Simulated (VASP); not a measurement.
Wanted: the native input for a VASP 6.6.1 run.

* Task: G0W0 quasiparticle levels
* Functional: PBE
* Potentials or basis: VASP PAW PBE potentials, release 64 (Li_GW, Se_GW)
* Cutoff: 500 eV
* k mesh: 8 × 8 × 8
* Occupations: gaussian, width 0.01 eV
* Spin: no spin polarisation
* Dipole correction: no
* GW scheme: G0W0
* GW iterations: 1
* Cutoff of the response function: 80
* Frequency points: 48
* Empty bands: 87
* Further INCAR settings: ALGO = EVGW0; EDIFF = 1e-08; NBANDS = 91

Crystal: Li2Se.

```
Li Se
1.0
     0.00000    2.99350    2.99350
     2.99350    0.00000    2.99350
     2.99350    2.99350    0.00000
Li Se
2 1
Direct
  0.75000 0.75000 0.75000
  0.25000 0.25000 0.25000
  0.00000 0.00000 0.00000
```

One way to write it, as run:

POSCAR

```
Li2Se
1.0
    0.0000000000      2.9935010607      2.9935010607
    2.9935010607      0.0000000000      2.9935010607
    2.9935010607      2.9935010607      0.0000000000
Li Se
2 1
Direct
    0.7500000000      0.7500000000      0.7500000000
    0.2500000000      0.2500000000      0.2500000000
    0.0000000000      0.0000000000      0.0000000000
```

INCAR.step1

```
SYSTEM = Li2Se
PREC     = Accurate       ! precision mode
ENCUT    = 500            ! plane-wave cutoff, eV
EDIFF    = 1E-8           ! SCF threshold, eV
ISMEAR   = 0              ! smearing method
SIGMA    = 0.01           ! smearing width, eV
LREAL    = .FALSE.        ! projectors in reciprocal space
LASPH    = .TRUE.         ! aspherical terms in the spheres
NELM     = 100            ! most SCF steps
ALGO     = Normal         ! electronic algorithm
LWAVE    = .TRUE.         ! write WAVECAR
LCHARG   = .FALSE.        ! write CHGCAR
GGA      = PE             ! functional
```

INCAR.step2

```
SYSTEM = Li2Se
PREC     = Accurate       ! precision mode
ENCUT    = 500            ! plane-wave cutoff, eV
EDIFF    = 1E-8           ! SCF threshold, eV
ISMEAR   = 0              ! smearing method
SIGMA    = 0.01           ! smearing width, eV
LREAL    = .FALSE.        ! projectors in reciprocal space
LASPH    = .TRUE.         ! aspherical terms in the spheres
NELM     = 1              ! most SCF steps
ALGO     = Exact          ! electronic algorithm
LWAVE    = .TRUE.         ! write WAVECAR
LCHARG   = .FALSE.        ! write CHGCAR
GGA      = PE             ! functional
NBANDS   = 91             ! bands
LOPTICS  = .TRUE.         ! frequency-dependent dielectric function
ISTART   = 1
```

INCAR.step3

```
SYSTEM = Li2Se
PREC     = Accurate       ! precision mode
ENCUT    = 500            ! plane-wave cutoff, eV
EDIFF    = 1E-8           ! SCF threshold, eV
ISMEAR   = 0              ! smearing method
SIGMA    = 0.01           ! smearing width, eV
LREAL    = .FALSE.        ! projectors in reciprocal space
LASPH    = .TRUE.         ! aspherical terms in the spheres
ALGO     = EVGW0          ! electronic algorithm
LWAVE    = .FALSE.        ! write WAVECAR
LCHARG   = .FALSE.        ! write CHGCAR
GGA      = PE             ! functional
NELMGW   = 1            
NBANDS   = 91             ! bands
ENCUTGW  = 80.0           ! cutoff of the response function
NOMEGA   = 48             ! frequency points
PRECFOCK = Fast         
ISTART   = 1            
NBANDSGW = 12
```

KPOINTS

```
regular mesh
0
G
  8 8 8
  0 0 0
```

Potentials or basis: VASP PAW PBE potentials, release 64 (Li_GW, Se_GW).

The run is started by

```bash
$ cat potpaw_PBE.64/Li_GW/POTCAR potpaw_PBE.64/Se_GW/POTCAR > POTCAR
$ cp INCAR.step1 INCAR
$ mpirun -np 1 vasp_std > vasp.out
$ cp INCAR.step2 INCAR
$ mpirun -np 1 vasp_std > vasp.out
$ cp INCAR.step3 INCAR
$ mpirun -np 1 vasp_std > vasp.out
```

Results of the run:

```
Quasiparticle gap                                   : 4.26 eV
Least direct quasiparticle gap                      : 4.86 eV
Band gap of the starting levels on the mesh         : 2.97 eV
Least direct gap of the starting levels on the mesh : 3.41 eV
```

Caveat: bands, screening cutoff and mesh are small and nothing is extrapolated, so the quasiparticle values aren't converged.

Wall time 58 min on 1 thread of Intel Xeon 8259CL (shared host), peak memory 1.6 GiB.
